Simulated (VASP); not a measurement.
Write the native input for VASP 6.6.1 that does the following.

```yaml
Task: single point
Functional: PBEsol
Potentials_or_basis: VASP PAW PBE potentials, release 64 (Sr_sv, Te)
Cutoff: 500 eV
k_mesh: 7 × 7 × 7
Occupations: fermi-dirac, width 0.03 eV
Spin: no spin polarisation
Dipole_correction: no
Further_INCAR_settings: ALGO = Normal; EDIFF = 1e-06; NBANDS = 15
```

The structure of SrTe lies in POSCAR:

```
SrTe
1.0
    0.0000000000      3.2400233687      3.2400233687
    3.2400233687      0.0000000000      3.2400233687
    3.2400233687      3.2400233687      0.0000000000
Sr Te
1 1
Direct
    0.0000000000      0.0000000000      0.0000000000
    0.5000000000      0.5000000000      0.5000000000
```

This cell differs from its parent crystal: volume scaled by 0.9.

The input as run:

INCAR

```
SYSTEM = SrTe
PREC     = Accurate       ! precision mode
ENCUT    = 500            ! plane-wave cutoff, eV
EDIFF    = 1E-6           ! SCF threshold, eV
ISMEAR   = -1             ! smearing method
SIGMA    = 0.03           ! smearing width, eV
LREAL    = .False.        ! projectors in reciprocal space
LASPH    = .True.         ! aspherical terms in the spheres
NELM     = 120            ! most SCF steps
ALGO     = Normal         ! electronic algorithm
ISIF     = 2              ! what is computed and relaxed
LWAVE    = .False.        ! write WAVECAR
LCHARG   = .True.         ! write CHGCAR
GGA      = PS             ! functional
LELF     = .True.         ! ELF
LVHAR    = .True.       
NBANDS   = 15             ! bands
GGA_COMPAT= .False.
```

KPOINTS

```
regular mesh
0
Gamma
  7 7 7
  0 0 0
```

Potentials or basis: VASP PAW PBE potentials, release 64 (Sr_sv, Te).

Launch:

```sh
$ cat potpaw_PBE.64/Sr_sv/POTCAR potpaw_PBE.64/Te/POTCAR > POTCAR
$ mpirun -np 1 vasp_std > vasp.out
```

Results of the run:

```
Pressure               : 2.5 GPa
Band gap on the k mesh : 1.42 eV, indirect (least direct gap 2.22 eV)
```

Caveat: the PAW data sets were made with another functional, which shifts forces and pressure a little; spin-orbit coupling is left out, which moves the levels of the heavy elements.

It used 54 s of CPU time on 1 thread of AMD EPYC 7R13 Processor (Zen 3), on a shared host.
